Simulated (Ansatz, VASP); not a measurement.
## One calculation of SnTe, two programs

INCAR

```
ALGO = Normal
EDIFF = 1E-6
ENCUT = 520
GGA = PE
ISIF = 2
ISMEAR = -1
LASPH = True
LCHARG = False
LREAL = False
LWAVE = False
NBANDS = 17
NELM = 60
PREC = Accurate
SIGMA = 0.02
```

Contents of KPOINTS:

```
k-points
0
Gamma
  8 8 8
```

The input POSCAR:

```
SnTe
1.0
    0.0000000000      3.3194546985      3.3194546985
    3.3194546985      0.0000000000      3.3194546985
    3.3194546985      3.3194546985      0.0000000000
Sn Te
1 1
Direct
    0.0000000000      0.0000000000      0.0000000000
    0.5000000000      0.5000000000      0.5000000000
```

Input for Ansatz:

```yaml
crystal:
  lattice:
    - [0.0, 3.3194546985, 3.3194546985]
    - [3.3194546985, 0.0, 3.3194546985]
    - [3.3194546985, 3.3194546985, 0.0]
  atoms:
    - { symbol: Sn, position: [0.0, 0.0, 0.0] }
    - { symbol: Te, position: [0.5, 0.5, 0.5] }
kpoints:
  mp_grid: { grid: [8, 8, 8] }
  band_path:
    path:
      - [0.0, 0.0, 0.0]
      - [0.5, 0.0, 0.5]
      - [0.625, 0.25, 0.625]
      - [0.375, 0.375, 0.75]
      - [0.5, 0.5, 0.5]
      - [0.5, 0.25, 0.75]
    npoints: 1
hamiltonian:
  xc: pbe
scf:
  occupations: { method: fermi_dirac, width: 0.02 }
  n_extra_bands: 4
output:
  forces: true
  stress: true
  eigenvalues: true
```

Change from the starting cell: hydrostatic strain +4.1%.

Alike in both runs: task single point; functional PBE; k mesh 8 × 8 × 8; occupations fermi-dirac, width 0.02 eV; no spin polarisation.

|  | VASP | Ansatz |
| --- | --- | --- |
| version | VASP 6.6.1 | Ansatz 0.2.0 |
| potentials or method | VASP PAW PBE potentials, release 64 (Sn_d, Te) | plane waves, PAW |
| plane-wave cutoff (eV) | 520 | 420 |
| valence electrons in the cell | 20 | 30 |

|  | VASP | Ansatz | Ansatz less VASP |
| --- | --- | --- | --- |
| pressure (GPa) | -3.4 | -3.4 | +0.05 |

VASP's potentials hold 20 valence electrons a cell and Ansatz's 30, so a difference there can come from the potentials and not from the codes.

Spin-orbit coupling is off throughout.
